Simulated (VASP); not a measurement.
# Sb in VASP: a series of runs

The runs below take Sb through single point, with PBEsol.

Program: VASP 6.6.1. These are calculated values, not measurements. Logs are shortened: lines on timing, memory, paths and dates and some standing lists are left out, and cuts for length are marked.

### 1 The cell of the first run

It takes space group I4/mmm (No. 139, tetragonal). The conventional cell has a = 3.195 Å, b = 3.195 Å, c = 4.610 Å, α = 90.00°, β = 90.00°, γ = 90.00°. Sb (site symmetry 4/mmm) has 12 Sb at 3.19 to 3.23 Å within 4.2 Å.

### 2 Single point, PBEsol (equal xx and yy strain of -2 %)

File INCAR:

```
ALGO = Normal ; EDIFF = 1E-6
ENCUT = 520 ; GGA = PS
ISIF = 2 ; ISMEAR = -1
LASPH = T ; LCHARG = F
LREAL = F ; LWAVE = F
NBANDS = 8 ; NELM = 60
PREC = Accurate ; SIGMA = 0.05
```

File KPOINTS:

```
k-points
0
Gamma
  12 12 12
```

File POSCAR:

```
Sb
1.0
    0.0000000000      2.2589000000      2.3050000000
    2.2589000000      0.0000000000      2.3050000000
    2.2589000000      2.2589000000      0.0000000000
Sb
1
Direct
    0.0000000000      0.0000000000      0.0000000000
```

Potentials or basis: VASP PAW PBE potentials, release 64 (Sb).

Command:

```console
$ cat potpaw_PBE.64/Sb/POTCAR > POTCAR
$ mpirun -np 1 vasp_std > vasp.out
```

OUTCAR:

```text
EDIFF = 1E-6
   ENCUT = 520
   GGA = PS
   ISIF = 2
   ISMEAR = -1
   LASPH = T
   LREAL = F
   NELM = 60
   PREC = Accurate

 ion  position               nearest neighbor table
   1  0.000  0.000  0.000-

  LATTYP: Found a body centered tetragonal cell.
 ALAT       =     3.1945670160
 C/A-ratio  =     1.4430750636

  Lattice vectors:

 A1 = (  -2.2589000000,   0.0000000000,   2.3050000000)
 A2 = (   2.2589000000,   0.0000000000,   2.3050000000)
 A3 = (   0.0000000000,   2.2589000000,  -2.3050000000)

Analysis of symmetry for initial positions (statically):
=====================================================================
 Subroutine PRICEL returns:
 Original cell was already a primitive cell.

 Routine SETGRP: Setting up the symmetry group for a
 body centered tetragonal supercell.

 Subroutine GETGRP returns: Found 16 space group operations
 (whereof 16 operations were pure point group operations)
 out of a pool of 16 trial point group operations.

The static configuration has the point symmetry D_4h.

Analysis of symmetry for dynamics (positions and initial velocities):
=====================================================================
 Subroutine PRICEL returns:
 Original cell was already a primitive cell.

 Routine SETGRP: Setting up the symmetry group for a
 body centered tetragonal supercell.

 Subroutine GETGRP returns: Found 16 space group operations
 (whereof 16 operations were pure point group operations)
 out of a pool of 16 trial point group operations.

The dynamic configuration has the point symmetry D_4h.

 Subroutine INISYM returns: Found 16 space group operations
 (whereof 16 operations are pure point group operations),
 and found     1 'primitive' translations

----------------------------------------------------------------------------------------

                                     Primitive cell

  volume of cell :      23.5231

  direct lattice vectors                    reciprocal lattice vectors
     0.000000000  2.258900000  2.305000000    -0.221346673  0.221346673  0.216919740
     2.258900000  0.000000000  2.305000000     0.221346673 -0.221346673  0.216919740
     2.258900000  2.258900000  0.000000000     0.221346673  0.221346673 -0.216919740

  length of vectors
     3.227329269  3.227329269  3.194567016     0.380844946  0.380844946  0.380844946

  position of ions in fractional coordinates (direct lattice)
     0.000000000  0.000000000  0.000000000

  ion indices of the primitive-cell ions
   primitive index   ion index
                 1           1

----------------------------------------------------------------------------------------

 KPOINTS: k-points

Automatic generation of k-mesh.
 Grid dimensions read from file:
 generate k-points for:   12   12   12

 Generating k-lattice:

  Cartesian coordinates                     Fractional coordinates (reciprocal lattice)
    -0.018445556  0.018445556  0.018076645     0.083333333  0.000000000  0.000000000
     0.018445556 -0.018445556  0.018076645     0.000000000  0.083333333  0.000000000
     0.018445556  0.018445556 -0.018076645    -0.000000000 -0.000000000  0.083333333

  Length of vectors
     0.031737079  0.031737079  0.031737079

  Shift w.r.t. Gamma in fractional coordinates (k-lattice)
     0.000000000  0.000000000  0.000000000

 Subroutine IBZKPT returns following result:
 ===========================================

 Found    163 irreducible k-points:

 Following reciprocal coordinates:
            Coordinates               Weight
  0.000000  0.000000  0.000000      1.000000
  0.083333 -0.000000  0.000000      8.000000
  0.166667  0.000000  0.000000      8.000000
  0.250000  0.000000  0.000000      8.000000
  0.333333  0.000000  0.000000      8.000000
  0.416667  0.000000  0.000000      8.000000
[... 16 lines left out ...]
  0.500000  0.166667  0.000000      8.000000
 -0.416667  0.166667  0.000000      8.000000
 [... further k-points ...]
   k-points           NKPTS =    163   k-points in BZ     NKDIM =    163   number of bands    NBANDS=      8
   number of dos      NEDOS =    301   number of ions     NIONS =      1
   total plane-waves  NPLWV =  13824
   dimension x,y,z NGX =    24 NGY =   24 NGZ =   24
   dimension x,y,z NGXF=    48 NGYF=   48 NGZF=   48
   ions per type =               1
   NGX,Y,Z   is equivalent  to a cutoff of  12.36, 12.36, 12.49 a.u.
   NGXF,Y,Z  is equivalent  to a cutoff of  24.73, 24.73, 24.98 a.u.
 SYSTEM =  unknown system
   PREC   = accura    normal or accurate (medium, high low for compatibility)
   ISTART =      0    job   : 0-new  1-cont  2-samecut
   ICHARG =      2    charge: 1-file 2-atom 10-const
   ISPIN  =      1    spin polarized calculation?
   LNONCOLLINEAR =      F non collinear calculations
   LSORBIT =      F    spin-orbit coupling
   LASPH  =      T    aspherical Exc in radial PAW
   ENCUT  =  520.0 eV  38.22 Ry    6.18 a.u.   6.00  6.00  5.94*2*pi/ulx,y,z
   NELM   =     60;   NELMIN=  2; NELMDL= -5     # of ELM steps
   EDIFF  = 0.1E-05   stopping-criterion for ELM
   LREAL  =      F    real-space projection
   EDIFFG = 0.1E-04   stopping-criterion for IOM
   NSW    =      0    number of steps for IOM
   IBRION =     -1    ionic relax: 0-MD 1-quasi-New 2-CG
   NFREE  =      0    steps in history (QN), initial steepest desc. (CG)
   ISIF   =      2    stress and relaxation
   ISYM   =      2    0-nonsym 1-usesym 2-fastsym
   POTIM  = 0.5000    time-step for ionic-motion
   TEBEG  =    0.0;   TEEND  =   0.0 temperature during run
   PSTRESS=    0.0 pullay stress
   NELECT =       5.0000    total number of electrons
   NUPDOWN=      -1.0000    fix difference up-down
   EMIN   =  10.00;   EMAX   =-10.00  energy-range for DOS
   EFERMI =   0.00;   METHOD = LEGACY
   ISMEAR =    -1;   SIGMA  =   0.05  broadening in eV -4-tet -1-fermi 0-gaus
   EFERMI_NEDOS =   21; number of points for ismear=-14 and -15
   IALGO  =     38    algorithm
   IMIX   =      4    mixing-type and parameters
     AMIX     =   0.40;   BMIX     =  1.00
     AMIX_MAG =   1.60;   BMIX_MAG =  1.00
  volume/ion in A,a.u.               =      23.52       158.74
  Fermi-wavevector in a.u.,A,eV,Ry     =   0.977012  1.846285 12.987472  0.954552
  Thomas-Fermi vector in A             =   2.107676
   LORBIT       =      0    0 simple, 1 ext, 2 COOP (PROOUT), +10 PAW based schemes
   GGA     = PS    functional components
   LHFCALC =     F    Hartree Fock is set to
   AEXX    =    0.0000 exact exchange contribution
   IVDW    =     0    specifies the selected vdW correction
   LEPSILON=     F    determine dielectric tensor
   LRPA    =     F    only Hartree local field effects (RPA)
 non-spin polarized calculation
  energy-cutoff  :      520.00
  volume of cell :       23.52
 maximum number of plane-waves:       646
   NGX = 11   NGY = 11   NGZ = 11

 number of electron       5.0000000 magnetization

 Free energy of the ion-electron system (eV)
  ---------------------------------------------------
  ext. energy  EPLUGINS =         0.00000000
  ---------------------------------------------------
  free energy    TOTEN  =        -4.22714037 eV

  energy without entropy =       -4.22138722  energy(sigma->0) =       -4.22426380

 E-fermi :  10.3124     XC(G=0): -10.9279

 val. band max:       10.3033600696   @ k =  -0.4167   0.4167   0.0833
 cond. band min:      10.3344584223   @ k =  -0.3333   0.3333   0.1667
 fundamental gap:      0.0310983527
 Fermi energy:        10.3124012065

 k-point     1 :       0.0000    0.0000    0.0000
  band No.  band energies     occupation
      1      -3.8332      2.00000
      2      16.6071      0.00000
      3      16.6071      0.00000
      4      16.6301      0.00000
      5      20.4703      0.00000
      6      20.6272      0.00000
      7      20.7543      0.00000
      8      20.7543      0.00000

 k-point     2 :       0.0833   -0.0000    0.0000
  band No.  band energies     occupation
      1      -3.6772      2.00000
      2      15.0766      0.00000
      3      16.3606      0.00000
      4      16.3913      0.00000
      5      19.5570      0.00000
      6      21.0466      0.00000
      7      21.1165      0.00000
      8      22.6906      0.00000

 k-point     3 :       0.1667    0.0000    0.0000
  band No.  band energies     occupation
      1      -3.2102      2.00000
      2      12.2909      0.00000
      3      15.8002      0.00000
      4      15.9249      0.00000
      5      19.1819      0.00000
      6      21.5659      0.00000
      7      21.7964      0.00000
      8      23.0291      0.00000

 k-point     4 :       0.2500    0.0000    0.0000
  band No.  band energies     occupation
      1      -2.4371      2.00000
      2       9.4639      2.00000
      3      15.2238      0.00000
      4      15.4468      0.00000
      5      18.9941      0.00000
      6      20.9246      0.00000
      7      21.3924      0.00000
      8      22.3473      0.00000

 k-point     5 :       0.3333    0.0000    0.0000
  band No.  band energies     occupation
      1      -1.3772      2.00000
      2       6.8655      2.00000
      3      14.7606      0.00000
      4      15.0692      0.00000
      5      18.9746      0.00000
      6      20.1762      0.00000
      7      20.6099      0.00000
      8      21.2397      0.00000
[... 177 lines left out ...]
 k-point    22 :       0.4167    0.1667    0.0000
  band No.  band energies     occupation
      1      -0.4811      2.00000
      2       6.6224      2.00000
      3      11.9420      0.00000
      4      13.0641      0.00000
      5      16.8426      0.00000
      6      21.5361      0.00000
      7      22.8610      0.00000
      8      23.6701      0.00000

 k-point    23 :       0.5000    0.1667    0.0000
  band No.  band energies     occupation
      1       0.7534      2.00000
      2       4.6718      2.00000
      3      11.1767      0.00000
      4      13.2665      0.00000
      5      16.9392      0.00000
      6      22.1369      0.00000
      7      22.2921      0.00000
      8      24.3052      0.00000

 k-point    24 :      -0.4167    0.1667    0.0000
  band No.  band energies     occupation
      1       1.1122      2.00000
      2       4.1995      2.00000
      3      10.6688      0.00160
      4      13.7588      0.00000
      5      17.3309      0.00000
      6      21.6370      0.00000
      7      22.0179      0.00000
      8      24.5556      0.00000

 [... further k-points ...]
[... 5 lines left out ...]
  --------------------------------------------------------------------------------------
  -------------------------------------------------------------------------------------
  Total        1.3563484      1.3563484      1.3648470      0.0000000      0.0000000      0.0000000
  in kB       92.3819022     92.3819022     92.9607486      0.0000000      0.0000000      0.0000000
  external PRESSURE =      92.5748510 kB  Pullay stress =       0.0000000 kB

 VOLUME and BASIS-vectors are now :
 -----------------------------------------------------------------------------
  energy-cutoff  :      520.00
  volume of cell :       23.52
      direct lattice vectors                 reciprocal lattice vectors
     0.000000000  2.258900000  2.305000000    -0.221346673  0.221346673  0.216919740
     2.258900000  0.000000000  2.305000000     0.221346673 -0.221346673  0.216919740
     2.258900000  2.258900000  0.000000000     0.221346673  0.221346673 -0.216919740

 POSITION                                       TOTAL-FORCE (eV/Angst)
 -----------------------------------------------------------------------------------
      0.00000      0.00000      0.00000         0.000000     -0.000000     -0.000000
 -----------------------------------------------------------------------------------
    total drift:                                0.000000      0.000000      0.000000

  FREE ENERGIE OF THE ION-ELECTRON SYSTEM (eV)
  ---------------------------------------------------
  free  energy   TOTEN  =        -4.2271403701 eV

  energy  without entropy=       -4.2213872244  energy(sigma->0) =       -4.22426380
```

Wall time 9.4 s (1 thread of Intel Xeon 6975P-C, shared host); peak memory 0.16 GiB.

What came out:

| Property | Result |
| --- | --- |
| Free energy | -4.2271 eV |
| Pressure | 9.3 GPa |

Caveat: the cell differs from its parent crystal (equal xx and yy strain of -2 %); the PAW data sets were made with another functional, which shifts forces and pressure a little; spin-orbit coupling is left out, which moves the levels of the heavy elements.

### 3 Single point, PBEsol (equal xx and yy strain of +1 %)

File INCAR:

```
SYSTEM = Sb
PREC = Accurate
ENCUT = 520
EDIFF = 1E-7
ISMEAR = -1
SIGMA = 0.05
LREAL = .False.
LASPH = .True.
NELM = 60
ALGO = Normal
ISIF = 2
LWAVE = .False.
LCHARG = .False.
GGA = PS
NBANDS = 8
```

File KPOINTS:

```
regular mesh
0
Gamma
  12 12 12
  0 0 0
```

File POSCAR:

```
Sb
1.0
    0.0000000000      2.3280500000      2.3050000000
    2.3280500000      0.0000000000      2.3050000000
    2.3280500000      2.3280500000      0.0000000000
Sb
1
Direct
    0.0000000000      0.0000000000      0.0000000000
```

Potentials or basis: VASP PAW PBE potentials, release 64 (Sb).

Command:

```console
$ cat potpaw_PBE.64/Sb/POTCAR > POTCAR
$ mpirun -np 1 vasp_std > vasp.out
```

OUTCAR:

```text
SYSTEM = Sb
   PREC = Accurate
   ENCUT = 520
   EDIFF = 1E-7
   ISMEAR = -1
   LREAL = .False.
   LASPH = .True.
   NELM = 60
   ISIF = 2
   GGA = PS

 ion  position               nearest neighbor table
   1  0.000  0.000  0.000-

  LATTYP: Found a body centered tetragonal cell.
 ALAT       =     3.2923598839
 C/A-ratio  =     1.4002114479

  Lattice vectors:

 A1 = (   0.0000000000,  -2.3280500000,  -2.3050000000)
 A2 = (   0.0000000000,   2.3280500000,  -2.3050000000)
 A3 = (   2.3280500000,   0.0000000000,   2.3050000000)

Analysis of symmetry for initial positions (statically):
=====================================================================
 Subroutine PRICEL returns:
 Original cell was already a primitive cell.

 Routine SETGRP: Setting up the symmetry group for a
 body centered tetragonal supercell.

 Subroutine GETGRP returns: Found 16 space group operations
 (whereof 16 operations were pure point group operations)
 out of a pool of 16 trial point group operations.

The static configuration has the point symmetry D_4h.

Analysis of symmetry for dynamics (positions and initial velocities):
[... 154 lines left out ...]
  energy without entropy =       -4.27694675  energy(sigma->0) =       -4.28039387

 E-fermi :   9.4358     XC(G=0): -10.6601

 val. band max:        9.4351829303   @ k =  -0.0833   0.4167   0.3333
 cond. band min:       9.4366936190   @ k =   0.4167   0.3333   0.0000
 fundamental gap:      0.0015106887
 Fermi energy:         9.4358268749

 k-point     1 :       0.0000    0.0000    0.0000
  band No.  band energies     occupation
      1      -4.1647      2.00000
      2      15.2615      0.00000
      3      15.2700      0.00000
      4      15.2700      0.00000
      5      19.6106      0.00000
      6      19.6106      0.00000
      7      19.6287      0.00000
      8      19.6717      0.00000
[... 243 lines left out ...]
 k-point    24 :      -0.4167    0.1667    0.0000
  band No.  band energies     occupation
      1       0.3793      2.00000
      2       3.7583      2.00000
      3      10.0441      0.00001
      4      12.3787      0.00000
      5      16.1650      0.00000
      6      20.3054      0.00000
      7      20.5935      0.00000
      8      23.9234      0.00000

 [... further k-points ...]
[... 5 lines left out ...]
  --------------------------------------------------------------------------------------
  -------------------------------------------------------------------------------------
  Total        0.5658836      0.5658836      0.5341952      0.0000000     -0.0000000     -0.0000000
  in kB       36.2870938     36.2870938     34.2550837      0.0000000     -0.0000000     -0.0000000
  external PRESSURE =      35.6097571 kB  Pullay stress =       0.0000000 kB

 VOLUME and BASIS-vectors are now :
 -----------------------------------------------------------------------------
  energy-cutoff  :      520.00
  volume of cell :       24.99
      direct lattice vectors                 reciprocal lattice vectors
     0.000000000  2.328050000  2.305000000    -0.214772020  0.214772020  0.216919740
     2.328050000  0.000000000  2.305000000     0.214772020 -0.214772020  0.216919740
     2.328050000  2.328050000  0.000000000     0.214772020  0.214772020 -0.216919740

 POSITION                                       TOTAL-FORCE (eV/Angst)
 -----------------------------------------------------------------------------------
      0.00000      0.00000      0.00000        -0.000000      0.000000      0.000000
 -----------------------------------------------------------------------------------
    total drift:                                0.000000      0.000000      0.000000

  FREE ENERGIE OF THE ION-ELECTRON SYSTEM (eV)
  ---------------------------------------------------
  free  energy   TOTEN  =        -4.2838409818 eV

  energy  without entropy=       -4.2769467517  energy(sigma->0) =       -4.28039387
```

OSZICAR:

```text
N       E                     dE             d eps       ncg     rms          rms(c)
DAV:   1     0.444522861788E+01    0.44452E+01   -0.16882E+03  2672   0.411E+02
DAV:   2    -0.419987777486E+01   -0.86451E+01   -0.82554E+01  3592   0.529E+01
DAV:   3    -0.429088496210E+01   -0.91007E-01   -0.90722E-01  3216   0.606E+00
DAV:   4    -0.429113150888E+01   -0.24655E-03   -0.24654E-03  4152   0.377E-01
DAV:   5    -0.429113205277E+01   -0.54389E-06   -0.54529E-06  3384   0.978E-03    0.188E+00
DAV:   6    -0.428650330133E+01    0.46288E-02   -0.16115E-03  3336   0.191E-01    0.108E+00
DAV:   7    -0.428384925897E+01    0.26540E-02   -0.33407E-03  2960   0.274E-01    0.342E-02
DAV:   8    -0.428384150866E+01    0.77503E-05   -0.32435E-05  3768   0.462E-02    0.740E-03
DAV:   9    -0.428384137792E+01    0.13075E-06   -0.37829E-07  3696   0.455E-03    0.118E-03
DAV:  10    -0.428384110634E+01    0.27157E-06   -0.68961E-08  3304   0.137E-03    0.157E-03
DAV:  11    -0.428384098770E+01    0.11864E-06   -0.79527E-10  1992   0.241E-04    0.252E-04
DAV:  12    -0.428384098184E+01    0.58609E-08   -0.13695E-10  1784   0.774E-05
   1 F= -.42838410E+01 E0= -.42803939E+01  d E =-.689423E-02
```

stdout:

```text
POSCAR found type information on POSCAR Sb
 POSCAR found :  1 types and       1 ions
 scaLAPACK will be used
 -----------------------------------------------------------------------------
|                                                                             |
|                                                                             |
|     You enforced a specific xc type in the INCAR file but a different       |
|     I HOPE YOU KNOW WHAT YOU ARE DOING!                                     |
|                                                                             |
 -----------------------------------------------------------------------------

 LDA part: xc-table for (Slater+PW92), standard interpolation
 POSCAR, INCAR and KPOINTS ok, starting setup
 FFT: planning ... GRIDC
 FFT: planning ... GRID_SOFT
 FFT: planning ... GRID
 WAVECAR not read
 entering main loop
```

Wall time 12 s (1 thread of Intel Xeon 6975P-C, shared host); peak memory 0.16 GiB.

What came out:

```yaml
Free_energy: -4.2838 eV
Pressure: 3.6 GPa
```

Caveat: the cell differs from its parent crystal (equal xx and yy strain of +1 %); the PAW data sets were made with another functional, which shifts forces and pressure a little; spin-orbit coupling is left out, which moves the levels of the heavy elements.

[end of part 1 of 2]
